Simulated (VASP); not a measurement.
# LiCaF3 (Amm2) in VASP: single point with PBE

Aim: the single point of LiCaF3 with PBE.

Everything below comes from runs of VASP 6.6.1. Logs are shortened: lines on timing, memory, paths and dates and some standing lists are left out, and cuts for length are marked.

## 1. The cell of the first run

Symmetry: Amm2, No. 38, orthorhombic system. The conventional cell has a = 3.761 Å, b = 5.319 Å, c = 5.319 Å, α = 90.00°, β = 90.00°, γ = 90.00°. Li (site symmetry mm2) has 6 F at 1.74 to 2.03 Å within 2.3 Å. Ca (site symmetry mm2) has 12 F at 2.66 Å and 8 Li at 3.10 to 3.42 Å within 3.5 Å. Within 2.3 Å of F (site symmetry m) lie 2 Li at 1.74 to 2.03 Å. Within 2.5 Å of F (site symmetry mm2) lie 2 Li at 1.89 Å.

## 2. Single point, PBE (atom 1 (Li) moved by (-0.200, +0.000) A along [1 1 0] and z)

File INCAR:

```
ALGO = Normal
EDIFF = 1E-7
ENCUT = 520
GGA = PE
ISIF = 2
ISMEAR = 0
LASPH = True
LCHARG = False
LREAL = False
LWAVE = False
NBANDS = 25
NELM = 100
PREC = Accurate
SIGMA = 0.05
```

File KPOINTS:

```
k-points
0
Gamma
  6 6 6
```

File POSCAR:

```
LiCaF3
1.0
    3.7612440000      0.0000000000      0.0000000000
    0.0000000000      3.7612440000      0.0000000000
    0.0000000000      0.0000000000      3.7612440000
Li Ca F
1 1 3
Direct
    0.4624003770      0.4624003770      0.5000000000
    0.0000000000      0.0000000000      0.0000000000
    0.0000000000      0.5000000000      0.5000000000
    0.5000000000      0.5000000000      0.0000000000
    0.5000000000      0.0000000000      0.5000000000
```

Potentials or basis: VASP PAW PBE potentials, release 64 (Li_sv, Ca_sv, F).

Started as:

```sh
$ cat potpaw_PBE.64/Li_sv/POTCAR potpaw_PBE.64/Ca_sv/POTCAR potpaw_PBE.64/F/POTCAR > POTCAR
$ mpirun -np 1 vasp_std > vasp.out
```

OUTCAR:

```text
EDIFF = 1E-7
   ENCUT = 520
   GGA = PE
   ISIF = 2
   ISMEAR = 0
   LASPH = True
   LREAL = False
   NELM = 100
   PREC = Accurate

 ion  position               nearest neighbor table
   1  0.462  0.462  0.500-   3 1.74   5 1.74   4 1.89   4 1.89   3 2.03   5 2.03
   2  0.000  0.000  0.000-
   3  0.000  0.500  0.500-   1 1.74   1 2.03
   4  0.500  0.500  0.000-   1 1.89   1 1.89
   5  0.500  0.000  0.500-   1 1.74   1 2.03

  LATTYP: Found a simple cubic cell.
 ALAT       =     3.7612440000

  Lattice vectors:

 A1 = (   3.7612440000,   0.0000000000,   0.0000000000)
 A2 = (   0.0000000000,   3.7612440000,   0.0000000000)
 A3 = (   0.0000000000,   0.0000000000,   3.7612440000)

Analysis of symmetry for initial positions (statically):
=====================================================================
 Subroutine PRICEL returns:
 Original cell was already a primitive cell.

 Routine SETGRP: Setting up the symmetry group for a
 simple cubic supercell.

 Subroutine GETGRP returns: Found  4 space group operations
 (whereof  4 operations were pure point group operations)
 out of a pool of 48 trial point group operations.

The static configuration has the point symmetry C_2v.

Analysis of symmetry for dynamics (positions and initial velocities):
=====================================================================
 Subroutine PRICEL returns:
 Original cell was already a primitive cell.

 Routine SETGRP: Setting up the symmetry group for a
 simple cubic supercell.

 Subroutine GETGRP returns: Found  4 space group operations
 (whereof  4 operations were pure point group operations)
 out of a pool of 48 trial point group operations.

The dynamic configuration has the point symmetry C_2v.

 Subroutine INISYM returns: Found  4 space group operations
 (whereof  4 operations are pure point group operations),
 and found     1 'primitive' translations

----------------------------------------------------------------------------------------

                                     Primitive cell

  volume of cell :      53.2102

  direct lattice vectors                    reciprocal lattice vectors
     3.761244000  0.000000000  0.000000000     0.265869484  0.000000000  0.000000000
     0.000000000  3.761244000  0.000000000     0.000000000  0.265869484  0.000000000
     0.000000000  0.000000000  3.761244000     0.000000000  0.000000000  0.265869484

  length of vectors
     3.761244000  3.761244000  3.761244000     0.265869484  0.265869484  0.265869484

  position of ions in fractional coordinates (direct lattice)
     0.462400377  0.462400377  0.500000000
     0.000000000  0.000000000  0.000000000
     0.000000000  0.500000000  0.500000000
     0.500000000  0.500000000  0.000000000
     0.500000000  0.000000000  0.500000000

  ion indices of the primitive-cell ions
   primitive index   ion index
                 1           1
                 2           2
                 3           3
                 4           4
                 5           5

----------------------------------------------------------------------------------------

 KPOINTS: k-points

Automatic generation of k-mesh.
 Grid dimensions read from file:
 generate k-points for:    6    6    6

 Generating k-lattice:

  Cartesian coordinates                     Fractional coordinates (reciprocal lattice)
     0.044311581  0.000000000  0.000000000     0.166666667  0.000000000  0.000000000
     0.000000000  0.044311581  0.000000000     0.000000000  0.166666667  0.000000000
     0.000000000  0.000000000  0.044311581     0.000000000  0.000000000  0.166666667

  Length of vectors
     0.044311581  0.044311581  0.044311581

  Shift w.r.t. Gamma in fractional coordinates (k-lattice)
     0.000000000  0.000000000  0.000000000

 Subroutine IBZKPT returns following result:
 ===========================================

 Found     52 irreducible k-points:

 Following reciprocal coordinates:
            Coordinates               Weight
  0.000000  0.000000  0.000000      1.000000
  0.166667  0.000000  0.000000      4.000000
  0.000000  0.000000  0.166667      2.000000
  0.333333  0.000000  0.000000      4.000000
  0.000000  0.000000  0.333333      2.000000
  0.500000  0.000000  0.000000      2.000000
[... 16 lines left out ...]
  0.333333  0.000000  0.500000      4.000000
  0.500000  0.500000  0.000000      1.000000
 [... further k-points ...]
   k-points           NKPTS =     52   k-points in BZ     NKDIM =     52   number of bands    NBANDS=     25
   number of dos      NEDOS =    301   number of ions     NIONS =      5
   total plane-waves  NPLWV =  21952
   dimension x,y,z NGX =    28 NGY =   28 NGZ =   28
   dimension x,y,z NGXF=    56 NGYF=   56 NGZF=   56
   ions per type =               1   1   3
   NGX,Y,Z   is equivalent  to a cutoff of  12.38, 12.38, 12.38 a.u.
   NGXF,Y,Z  is equivalent  to a cutoff of  24.75, 24.75, 24.75 a.u.
 SYSTEM =  unknown system
   PREC   = accura    normal or accurate (medium, high low for compatibility)
   ISTART =      0    job   : 0-new  1-cont  2-samecut
   ICHARG =      2    charge: 1-file 2-atom 10-const
   ISPIN  =      1    spin polarized calculation?
   LNONCOLLINEAR =      F non collinear calculations
   LSORBIT =      F    spin-orbit coupling
   LASPH  =      T    aspherical Exc in radial PAW
   ENCUT  =  520.0 eV  38.22 Ry    6.18 a.u.   6.99  6.99  6.99*2*pi/ulx,y,z
   NELM   =    100;   NELMIN=  2; NELMDL= -5     # of ELM steps
   EDIFF  = 0.1E-06   stopping-criterion for ELM
   LREAL  =      F    real-space projection
   EDIFFG = 0.1E-05   stopping-criterion for IOM
   NSW    =      0    number of steps for IOM
   IBRION =     -1    ionic relax: 0-MD 1-quasi-New 2-CG
   NFREE  =      0    steps in history (QN), initial steepest desc. (CG)
   ISIF   =      2    stress and relaxation
   ISYM   =      2    0-nonsym 1-usesym 2-fastsym
   POTIM  = 0.5000    time-step for ionic-motion
   TEBEG  =    0.0;   TEEND  =   0.0 temperature during run
   PSTRESS=    0.0 pullay stress
   NELECT =      34.0000    total number of electrons
   NUPDOWN=      -1.0000    fix difference up-down
   EMIN   =  10.00;   EMAX   =-10.00  energy-range for DOS
   EFERMI =   0.00;   METHOD = LEGACY
   ISMEAR =     0;   SIGMA  =   0.05  broadening in eV -4-tet -1-fermi 0-gaus
   EFERMI_NEDOS =   21; number of points for ismear=-14 and -15
   IALGO  =     38    algorithm
   IMIX   =      4    mixing-type and parameters
     AMIX     =   0.40;   BMIX     =  1.00
     AMIX_MAG =   1.60;   BMIX_MAG =  1.00
  volume/ion in A,a.u.               =      10.64        71.82
  Fermi-wavevector in a.u.,A,eV,Ry     =   1.410056  2.664619 27.051883  1.988257
  Thomas-Fermi vector in A             =   2.532049
   LORBIT       =      0    0 simple, 1 ext, 2 COOP (PROOUT), +10 PAW based schemes
   GGA     = PE    functional components
   LHFCALC =     F    Hartree Fock is set to
   AEXX    =    0.0000 exact exchange contribution
   IVDW    =     0    specifies the selected vdW correction
   LEPSILON=     F    determine dielectric tensor
   LRPA    =     F    only Hartree local field effects (RPA)
 non-spin polarized calculation
 Gauss-broadening in eV      SIGMA  =   0.05
  energy-cutoff  :      520.00
  volume of cell :       53.21
 maximum number of plane-waves:      1472
   NGX = 13   NGY = 13   NGZ = 13

 number of electron      33.9999948 magnetization

 Free energy of the ion-electron system (eV)
  ---------------------------------------------------
  ext. energy  EPLUGINS =         0.00000000
  ---------------------------------------------------
  free energy    TOTEN  =       -25.96369737 eV

  energy without entropy =      -25.96369737  energy(sigma->0) =      -25.96369737

 E-fermi :   0.3752     XC(G=0): -10.2663

 val. band max:        0.0788676659   @ k =   0.5000   0.5000   0.5000
 cond. band min:       6.5407857735   @ k =   0.0000   0.0000   0.0000
 fundamental gap:      6.4619181076
 Fermi energy:         0.3752167014

 k-point     1 :       0.0000    0.0000    0.0000
  band No.  band energies     occupation
      1     -40.1072      2.00000
      2     -37.7232      2.00000
      3     -20.2080      2.00000
      4     -19.3185      2.00000
      5     -19.2808      2.00000
      6     -18.6411      2.00000
[... 17 lines left out ...]
     24      17.1494      0.00000
     25      17.5498      0.00000

 k-point     2 :       0.1667    0.0000    0.0000
  band No.  band energies     occupation
      1     -40.1064      2.00000
      2     -37.7210      2.00000
      3     -20.2226      2.00000
      4     -19.4399      2.00000
      5     -19.2850      2.00000
      6     -18.6369      2.00000
[... 17 lines left out ...]
     24      15.9929      0.00000
     25      17.4005      0.00000

 k-point     3 :       0.0000    0.0000    0.1667
  band No.  band energies     occupation
      1     -40.1064      2.00000
      2     -37.7210      2.00000
      3     -20.2247      2.00000
      4     -19.4082      2.00000
      5     -19.3144      2.00000
      6     -18.6362      2.00000
[... 17 lines left out ...]
     24      16.0235      0.00000
     25      17.2444      0.00000

 k-point     4 :       0.3333    0.0000    0.0000
  band No.  band energies     occupation
      1     -40.1046      2.00000
      2     -37.7166      2.00000
      3     -20.2542      2.00000
      4     -19.6239      2.00000
      5     -19.2761      2.00000
      6     -18.6286      2.00000
[... 17 lines left out ...]
     24      13.5660      0.00000
     25      17.2975      0.00000

 k-point     5 :       0.0000    0.0000    0.3333
  band No.  band energies     occupation
      1     -40.1046      2.00000
      2     -37.7166      2.00000
      3     -20.2612      2.00000
      4     -19.5863      2.00000
      5     -19.3046      2.00000
      6     -18.6278      2.00000
[... 17 lines left out ...]
     24      13.5682      0.00000
     25      17.3199      0.00000

 k-point     6 :       0.5000    0.0000    0.0000
  band No.  band energies     occupation
      1     -40.1036      2.00000
      2     -37.7144      2.00000
      3     -20.2711      2.00000
      4     -19.6975      2.00000
      5     -19.2712      2.00000
      6     -18.6243      2.00000
[... 17 lines left out ...]
     24      11.2449      0.00000
     25      17.2127      0.00000
[... 393 lines left out ...]
 k-point    21 :       0.5000    0.3333    0.0000
  band No.  band energies     occupation
      1     -40.1011      2.00000
      2     -37.7079      2.00000
      3     -20.0552      2.00000
      4     -19.8780      2.00000
      5     -19.4611      2.00000
      6     -18.6128      2.00000
[... 17 lines left out ...]
     24      12.1085      0.00000
     25      14.2049      0.00000

 k-point    22 :       0.0000    0.5000    0.3333
  band No.  band energies     occupation
      1     -40.1011      2.00000
      2     -37.7079      2.00000
      3     -20.0421      2.00000
      4     -19.8787      2.00000
      5     -19.4785      2.00000
      6     -18.6101      2.00000
[... 17 lines left out ...]
     24      12.0956      0.00000
     25      14.2012      0.00000

 k-point    23 :       0.3333    0.0000    0.5000
  band No.  band energies     occupation
      1     -40.1011      2.00000
      2     -37.7079      2.00000
      3     -20.0619      2.00000
      4     -19.8437      2.00000
      5     -19.4938      2.00000
      6     -18.6101      2.00000
[... 17 lines left out ...]
     24      12.1032      0.00000
     25      14.1981      0.00000

 k-point    24 :       0.5000    0.5000    0.0000
  band No.  band energies     occupation
      1     -40.1003      2.00000
      2     -37.7058      2.00000
      3     -19.9409      2.00000
      4     -19.9231      2.00000
      5     -19.5755      2.00000
      6     -18.6090      2.00000
[... 17 lines left out ...]
     24      12.4548      0.00000
     25      12.5964      0.00000

 [... further k-points ...]

------------------------ aborting loop because EDIFF is reached ----------------------------------------

  FORCE on cell =-STRESS in cart. coord.  units (eV):
  Direction    XX          YY          ZZ          XY          YZ          ZX
  --------------------------------------------------------------------------------------
  -------------------------------------------------------------------------------------
  Total        0.4338291      0.4338291     -0.0700147     -0.0906485      0.0000000      0.0000000
  in kB       13.0627546     13.0627546     -2.1081685     -2.7294611      0.0000000      0.0000000
  external PRESSURE =       8.0057802 kB  Pullay stress =       0.0000000 kB

 VOLUME and BASIS-vectors are now :
 -----------------------------------------------------------------------------
  energy-cutoff  :      520.00
  volume of cell :       53.21
      direct lattice vectors                 reciprocal lattice vectors
     3.761244000  0.000000000  0.000000000     0.265869484  0.000000000  0.000000000
     0.000000000  3.761244000  0.000000000     0.000000000  0.265869484  0.000000000
     0.000000000  0.000000000  3.761244000     0.000000000  0.000000000  0.265869484

 POSITION                                       TOTAL-FORCE (eV/Angst)
 -----------------------------------------------------------------------------------
      1.73920      1.73920      1.88062         0.903139      0.903139      0.000000
      0.00000      0.00000      0.00000        -0.162068     -0.162068      0.000000
      0.00000      1.88062      1.88062        -0.612977     -0.050940      0.000000
      1.88062      1.88062      0.00000        -0.077155     -0.077155      0.000000
      1.88062      0.00000      1.88062        -0.050940     -0.612977      0.000000
 -----------------------------------------------------------------------------------
    total drift:                               -0.002312     -0.002312      0.000005

  FREE ENERGIE OF THE ION-ELECTRON SYSTEM (eV)
  ---------------------------------------------------
  free  energy   TOTEN  =       -25.9636973661 eV

  energy  without entropy=      -25.9636973661  energy(sigma->0) =      -25.96369737
```

Wall time 22 s (1 thread of Intel Xeon 6975P-C (Granite Rapids), shared host); peak memory 0.2 GiB.

Results:

```yaml
Free_energy: -25.9637 eV
Largest_force: 1.277 eV/Å
Band_gap_on_the_k_mesh: 6.46 eV, indirect (least direct gap 6.56 eV)
```

Forces in eV/Å, atoms in the order of the input:
```
Li   0.903  0.903  0.000
Ca  -0.162 -0.162  0.000
F   -0.613 -0.051  0.000
F   -0.077 -0.077  0.000
F   -0.051 -0.613  0.000
```

Caveat: the cell differs from its parent crystal (atom 1 (Li) moved by (-0.200, +0.000) A along [1 1 0] and z); the cutoff is under 1.25 times the usual one of these potentials, so pressure, stress and relaxed cells hold a basis-set (Pulay) error; forces of over 1 eV/Å act on the atoms, so gaps and moduli don't describe the material at rest. A k mesh can miss the band edges.
